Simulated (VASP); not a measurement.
# SrO (Fm-3m) in VASP: a series of runs

Runs on SrO. Level: PBEsol. Tasks: single point.

Program: VASP 6.6.1. These are calculated values, not measurements. Logs are shortened: lines on timing, memory, paths and dates and some standing lists are left out, and cuts for length are marked.

## 1. The cell of the first run

It takes space group Fm-3m (No. 225, cubic). The conventional cell has a = 5.063 Å, b = 5.063 Å, c = 5.063 Å, α = 90.00°, β = 90.00°, γ = 90.00°. Sr (site symmetry m-3m) has 6 O at 2.53 Å within 3.3 Å. Within 3.3 Å of O (site symmetry m-3m) lie 6 Sr at 2.53 Å.

## 2. Single point, PBEsol (volume scaled by 0.96)

Contents of INCAR:

```
SYSTEM = SrO
PREC = Accurate
ENCUT = 520
EDIFF = 1E-6
ISMEAR = -1
SIGMA = 0.05
LREAL = .False.
LASPH = .True.
NELM = 60
ALGO = Normal
ISIF = 2
LWAVE = .False.
LCHARG = .False.
GGA = PS
NBANDS = 15
```

Contents of KPOINTS:

```
regular mesh
0
Gamma
  9 9 9
  0 0 0
```

Contents of POSCAR:

```
SrO
1.0
    0.0000000000      2.5316160185      2.5316160185
    2.5316160185      0.0000000000      2.5316160185
    2.5316160185      2.5316160185      0.0000000000
Sr O
1 1
Direct
    0.5000000000      0.5000000000      0.5000000000
    0.0000000000      0.0000000000      0.0000000000
```

Potentials or basis: VASP PAW PBE potentials, release 64 (Sr_sv, O).

The run is started by

```sh
cat potpaw_PBE.64/Sr_sv/POTCAR potpaw_PBE.64/O/POTCAR > POTCAR
mpirun -np 1 vasp_std > vasp.out
```

OUTCAR:

```text
SYSTEM = SrO
   PREC = Accurate
   ENCUT = 520
   EDIFF = 1E-6
   ISMEAR = -1
   LREAL = .False.
   LASPH = .True.
   NELM = 60
   ISIF = 2
   GGA = PS

 ion  position               nearest neighbor table
   1  0.500  0.500  0.500-   2 2.53   2 2.53   2 2.53   2 2.53   2 2.53   2 2.53
   2  0.000  0.000  0.000-   1 2.53   1 2.53   1 2.53   1 2.53   1 2.53   1 2.53

  LATTYP: Found a face centered cubic cell.
 ALAT       =     5.0632320370

  Lattice vectors:

 A1 = (   0.0000000000,   2.5316160185,   2.5316160185)
 A2 = (   2.5316160185,   0.0000000000,   2.5316160185)
 A3 = (   2.5316160185,   2.5316160185,   0.0000000000)

Analysis of symmetry for initial positions (statically):
=====================================================================
 Subroutine PRICEL returns:
 Original cell was already a primitive cell.

 Routine SETGRP: Setting up the symmetry group for a
 face centered cubic supercell.

 Subroutine GETGRP returns: Found 48 space group operations
[... 9 lines left out ...]

 Routine SETGRP: Setting up the symmetry group for a
 face centered cubic supercell.

 Subroutine GETGRP returns: Found 48 space group operations
[... 11 lines left out ...]
                                     Primitive cell

  volume of cell :      32.4507

  direct lattice vectors                    reciprocal lattice vectors
     0.000000000  2.531616018  2.531616018    -0.197502305  0.197502305  0.197502305
     2.531616018  0.000000000  2.531616018     0.197502305 -0.197502305  0.197502305
     2.531616018  2.531616018  0.000000000     0.197502305  0.197502305 -0.197502305

  length of vectors
     3.580245708  3.580245708  3.580245708     0.342084028  0.342084028  0.342084028

  position of ions in fractional coordinates (direct lattice)
     0.500000000  0.500000000  0.500000000
     0.000000000  0.000000000  0.000000000

  ion indices of the primitive-cell ions
   primitive index   ion index
                 1           1
                 2           2

----------------------------------------------------------------------------------------

 KPOINTS: regular mesh

Automatic generation of k-mesh.
 Grid dimensions read from file:
 generate k-points for:    9    9    9

 Generating k-lattice:

  Cartesian coordinates                     Fractional coordinates (reciprocal lattice)
    -0.021944701  0.021944701  0.021944701     0.111111111  0.000000000  0.000000000
     0.021944701 -0.021944701  0.021944701     0.000000000  0.111111111  0.000000000
     0.021944701  0.021944701 -0.021944701     0.000000000  0.000000000  0.111111111
[... 59 lines left out ...]
   EDIFFG = 0.1E-04   stopping-criterion for IOM
   NSW    =      0    number of steps for IOM
   IBRION =     -1    ionic relax: 0-MD 1-quasi-New 2-CG
   NFREE  =      0    steps in history (QN), initial steepest desc. (CG)
   ISIF   =      2    stress and relaxation
   ISYM   =      2    0-nonsym 1-usesym 2-fastsym
   POTIM  = 0.5000    time-step for ionic-motion
   TEBEG  =    0.0;   TEEND  =   0.0 temperature during run
   PSTRESS=    0.0 pullay stress
   NELECT =      16.0000    total number of electrons
   NUPDOWN=      -1.0000    fix difference up-down
   EMIN   =  10.00;   EMAX   =-10.00  energy-range for DOS
   EFERMI =   0.00;   METHOD = LEGACY
   ISMEAR =    -1;   SIGMA  =   0.05  broadening in eV -4-tet -1-fermi 0-gaus
   EFERMI_NEDOS =   21; number of points for ismear=-14 and -15
   IALGO  =     38    algorithm
   IMIX   =      4    mixing-type and parameters
     AMIX     =   0.40;   BMIX     =  1.00
     AMIX_MAG =   1.60;   BMIX_MAG =  1.00
  volume/ion in A,a.u.               =      16.23       109.49
  Fermi-wavevector in a.u.,A,eV,Ry     =   1.293323  2.444026 22.758252  1.672684
  Thomas-Fermi vector in A             =   2.424976
   LORBIT       =      0    0 simple, 1 ext, 2 COOP (PROOUT), +10 PAW based schemes
   GGA     = PS    functional components
   LHFCALC =     F    Hartree Fock is set to
   AEXX    =    0.0000 exact exchange contribution
   IVDW    =     0    specifies the selected vdW correction
   LEPSILON=     F    determine dielectric tensor
   LRPA    =     F    only Hartree local field effects (RPA)
 non-spin polarized calculation
  energy-cutoff  :      520.00
  volume of cell :       32.45
 maximum number of plane-waves:       895
   NGX = 13   NGY = 13   NGZ = 13

 number of electron      15.9999996 magnetization

 Free energy of the ion-electron system (eV)
  ---------------------------------------------------
  ext. energy  EPLUGINS =         0.00000000
  ---------------------------------------------------
  free energy    TOTEN  =       -12.62099221 eV

  energy without entropy =      -12.62099221  energy(sigma->0) =      -12.62099221

 E-fermi :   2.8542     XC(G=0): -10.5014

 val. band max:        1.7134340489   @ k =   0.0000   0.0000   0.0000
 cond. band min:       4.8905405576   @ k =   0.4444   0.4444   0.0000
 fundamental gap:      3.1771065087
 Fermi energy:         2.8542327831

 k-point     1 :       0.0000    0.0000    0.0000
  band No.  band energies     occupation
      1     -30.3702      2.00000
      2     -13.3433      2.00000
      3     -11.9693      2.00000
      4     -11.9693      2.00000
      5     -11.9693      2.00000
      6       1.7134      2.00000
      7       1.7134      2.00000
      8       1.7134      2.00000
      9       5.8708      0.00000
     10       7.9691      0.00000
     11       7.9691      0.00000
     12       7.9691      0.00000
     13      10.2723      0.00000
     14      10.2723      0.00000
[... 401 lines left out ...]
      2     -13.6193      2.00000
      3     -12.7710      2.00000
      4     -12.3930      2.00000
      5     -12.3930      2.00000
      6       1.2417      2.00000
      7       1.6515      2.00000
      8       1.6515      2.00000
      9       4.8905      0.00000
     10       9.7062      0.00000
     11      12.1365      0.00000
     12      12.3615      0.00000
     13      13.0566      0.00000
     14      13.0566      0.00000
     15      16.3575      0.00000

 [... further k-points ...]
[... 5 lines left out ...]
  --------------------------------------------------------------------------------------
  -------------------------------------------------------------------------------------
  Total        0.8687720      0.8687720      0.8687720     -0.0000000     -0.0000000     -0.0000000
  in kB       42.8936399     42.8936399     42.8936399     -0.0000000     -0.0000000     -0.0000000
  external PRESSURE =      42.8936399 kB  Pullay stress =       0.0000000 kB

 VOLUME and BASIS-vectors are now :
 -----------------------------------------------------------------------------
  energy-cutoff  :      520.00
  volume of cell :       32.45
      direct lattice vectors                 reciprocal lattice vectors
     0.000000000  2.531616018  2.531616018    -0.197502305  0.197502305  0.197502305
     2.531616018  0.000000000  2.531616018     0.197502305 -0.197502305  0.197502305
     2.531616018  2.531616018  0.000000000     0.197502305  0.197502305 -0.197502305

 POSITION                                       TOTAL-FORCE (eV/Angst)
 -----------------------------------------------------------------------------------
      2.53162      2.53162      2.53162         0.000000      0.000000      0.000000
      0.00000      0.00000      0.00000        -0.000000     -0.000000     -0.000000
 -----------------------------------------------------------------------------------
    total drift:                                0.000000      0.000000      0.000000

  FREE ENERGIE OF THE ION-ELECTRON SYSTEM (eV)
  ---------------------------------------------------
  free  energy   TOTEN  =       -12.6209922139 eV

  energy  without entropy=      -12.6209922139  energy(sigma->0) =      -12.62099221
```

stdout:

```text
POSCAR found type information on POSCAR SrO
 POSCAR found :  2 types and       2 ions
 scaLAPACK will be used
 -----------------------------------------------------------------------------
|                                                                             |
|                                                                             |
|     You enforced a specific xc type in the INCAR file but a different       |
|     I HOPE YOU KNOW WHAT YOU ARE DOING!                                     |
|                                                                             |
 -----------------------------------------------------------------------------

 LDA part: xc-table for (Slater+PW92), standard interpolation
 POSCAR, INCAR and KPOINTS ok, starting setup
 FFT: planning ... GRIDC
 FFT: planning ... GRID_SOFT
 FFT: planning ... GRID
 WAVECAR not read
 entering main loop
```

Wall time 32 s (1 thread of Intel Xeon 6975P-C, shared host); peak memory 0.16 GiB.

Results:

| Item | Value |
| --- | --- |
| Free energy | -12.6210 eV |
| Pressure | 4.3 GPa |
| Band gap on the k mesh | 3.18 eV, indirect (least direct gap 3.24 eV) |

Levels at points of the mesh, in eV from the valence-band top:
| k point | band 5 | band 6 | band 7 | band 8 | band 9 | band 10 | band 11 | band 12 |
| --- | --- | --- | --- | --- | --- | --- | --- | --- |
| (0.00, 0.00, 0.00) | -13.68 | 0.00 | 0.00 | 0.00 | 4.16 | 6.26 | 6.26 | 6.26 |

Caveat: the cell differs from its parent crystal (volume scaled by 0.96); the PAW data sets were made with another functional, which shifts forces and pressure a little. A k mesh can miss the band edges.

## 3. Single point, PBEsol (volume scaled by 0.98)

Contents of INCAR:

```
ALGO = Normal ; EDIFF = 1E-7
ENCUT = 520 ; GGA = PS
ISIF = 2 ; ISMEAR = -1
LASPH = T ; LCHARG = F
LREAL = F ; LWAVE = F
NBANDS = 15 ; NELM = 60
PREC = Accurate ; SIGMA = 0.05
```

Contents of KPOINTS:

```
k-points
0
Gamma
  9 9 9
```

Contents of POSCAR:

```
SrO
1.0
    0.0000000000      2.5490759911      2.5490759911
    2.5490759911      0.0000000000      2.5490759911
    2.5490759911      2.5490759911      0.0000000000
Sr O
1 1
Direct
    0.5000000000      0.5000000000      0.5000000000
    0.0000000000      0.0000000000      0.0000000000
```

Potentials or basis: VASP PAW PBE potentials, release 64 (Sr_sv, O).

The run is started by

```sh
cat potpaw_PBE.64/Sr_sv/POTCAR potpaw_PBE.64/O/POTCAR > POTCAR
mpirun -np 1 vasp_std > vasp.out
```

It took 45 s on 1 thread of Intel Xeon 6975P-C, shared host; peak memory 0.17 GiB.

The run converged. Its results:

```
Free energy            : -12.6348 eV
Pressure               : 2.1 GPa
Band gap on the k mesh : 3.19 eV, indirect (least direct gap 3.27 eV)
```

Levels at points of the mesh, in eV from the valence-band top:
```tsv
k point	band 5	band 6	band 7	band 8	band 9	band 10	band 11	band 12
(0.00, 0.00, 0.00)	-13.77	0.00	0.00	0.00	4.01	6.21	6.21	6.21
```

Caveat: the cell differs from its parent crystal (volume scaled by 0.98); the PAW data sets were made with another functional, which shifts forces and pressure a little.

## 4. Single point, PBEsol

This run uses another cell than the first one, of 16.90 Å³/atom, 1.042 times its volume.

Contents of INCAR:

```
PREC     = Accurate       # precision mode
ENCUT    = 520            # plane-wave cutoff, eV
EDIFF    = 1E-7           # SCF threshold, eV
ISMEAR   = -1             # smearing method
SIGMA    = 0.05           # smearing width, eV
LREAL    = False          # projectors in reciprocal space
LASPH    = True           # aspherical terms in the spheres
NELM     = 80             # most SCF steps
ALGO     = Normal         # electronic algorithm
ISIF     = 2              # what is computed and relaxed
LWAVE    = False          # write WAVECAR
LCHARG   = False          # write CHGCAR
GGA      = PS             # functional
NBANDS   = 15             # bands
```

Contents of KPOINTS:

```
Automatic mesh
0
Gamma
  9 9 9
```

Contents of POSCAR:

```
SrO
1.0
    0.0000000000      2.5663000000      2.5663000000
    2.5663000000      0.0000000000      2.5663000000
    2.5663000000      2.5663000000      0.0000000000
Sr O
1 1
Direct
    0.5000000000      0.5000000000      0.5000000000
    0.0000000000      0.0000000000      0.0000000000
```

Potentials or basis: VASP PAW PBE potentials, release 64 (Sr_sv, O).

The run is started by

```sh
cat potpaw_PBE.64/Sr_sv/POTCAR potpaw_PBE.64/O/POTCAR > POTCAR
mpirun -np 1 vasp_std > vasp.out
```

OUTCAR:

```text
PREC = Accurate
   ENCUT = 520
   EDIFF = 1E-7
   ISMEAR = -1
   LREAL = False
   LASPH = True
   NELM = 80
   ISIF = 2
   GGA = PS

 ion  position               nearest neighbor table
   1  0.500  0.500  0.500-   2 2.57   2 2.57   2 2.57   2 2.57   2 2.57   2 2.57
   2  0.000  0.000  0.000-   1 2.57   1 2.57   1 2.57   1 2.57   1 2.57   1 2.57

  LATTYP: Found a face centered cubic cell.
 ALAT       =     5.1326000000

  Lattice vectors:

 A1 = (   0.0000000000,   2.5663000000,   2.5663000000)
 A2 = (   2.5663000000,   0.0000000000,   2.5663000000)
 A3 = (   2.5663000000,   2.5663000000,   0.0000000000)

Analysis of symmetry for initial positions (statically):
=====================================================================
 Subroutine PRICEL returns:
 Original cell was already a primitive cell.

 Routine SETGRP: Setting up the symmetry group for a
 face centered cubic supercell.

 Subroutine GETGRP returns: Found 48 space group operations
[... 9 lines left out ...]

 Routine SETGRP: Setting up the symmetry group for a
 face centered cubic supercell.

 Subroutine GETGRP returns: Found 48 space group operations
[... 11 lines left out ...]
                                     Primitive cell

  volume of cell :      33.8028
[... 142 lines left out ...]

 k-point     1 :       0.0000    0.0000    0.0000
  band No.  band energies     occupation
      1     -30.7035      2.00000
      2     -13.4906      2.00000
      3     -12.3504      2.00000
      4     -12.3504      2.00000
      5     -12.3504      2.00000
      6       1.5145      2.00000
      7       1.5145      2.00000
      8       1.5145      2.00000
      9       5.3759      0.00000
     10       7.6881      0.00000
     11       7.6881      0.00000
     12       7.6881      0.00000
     13       9.8955      0.00000
     14       9.8955      0.00000
[... 401 lines left out ...]
      2     -13.7629      2.00000
      3     -13.0023      2.00000
      4     -12.7229      2.00000
      5     -12.7229      2.00000
      6       0.9750      2.00000
      7       1.4229      2.00000
      8       1.4229      2.00000
      9       4.7249      0.00000
     10       9.1864      0.00000
     11      11.6720      0.00000
     12      11.7968      0.00000
     13      12.5315      0.00000
     14      12.5315      0.00000
     15      15.5910      0.00000

 [... further k-points ...]
[... 5 lines left out ...]
  --------------------------------------------------------------------------------------
  -------------------------------------------------------------------------------------
  Total        0.0147560      0.0147560      0.0147560     -0.0000000     -0.0000000      0.0000000
  in kB        0.6994024      0.6994024      0.6994024     -0.0000000     -0.0000000      0.0000000
  external PRESSURE =       0.6994024 kB  Pullay stress =       0.0000000 kB

 VOLUME and BASIS-vectors are now :
 -----------------------------------------------------------------------------
  energy-cutoff  :      520.00
  volume of cell :       33.80
      direct lattice vectors                 reciprocal lattice vectors
     0.000000000  2.566300000  2.566300000    -0.194833028  0.194833028  0.194833028
     2.566300000  0.000000000  2.566300000     0.194833028 -0.194833028  0.194833028
     2.566300000  2.566300000  0.000000000     0.194833028  0.194833028 -0.194833028

 POSITION                                       TOTAL-FORCE (eV/Angst)
 -----------------------------------------------------------------------------------
      2.56630      2.56630      2.56630         0.000000     -0.000000      0.000000
      0.00000      0.00000      0.00000        -0.000000      0.000000     -0.000000
 -----------------------------------------------------------------------------------
    total drift:                                0.000000      0.000000      0.000000

  FREE ENERGIE OF THE ION-ELECTRON SYSTEM (eV)
  ---------------------------------------------------
  free  energy   TOTEN  =       -12.6397310187 eV

  energy  without entropy=      -12.6397310187  energy(sigma->0) =      -12.63973102
```

Wall time 52 s (1 thread of Intel Xeon 6975P-C, shared host); peak memory 0.17 GiB.

What came out:

- Free energy: -12.6397 eV
- Pressure: 0.1 GPa
- Band gap on the k mesh: 3.21 eV, indirect (least direct gap 3.30 eV)

Caveat: the PAW data sets were made with another functional, which shifts forces and pressure a little.

[end of part 1 of 2]
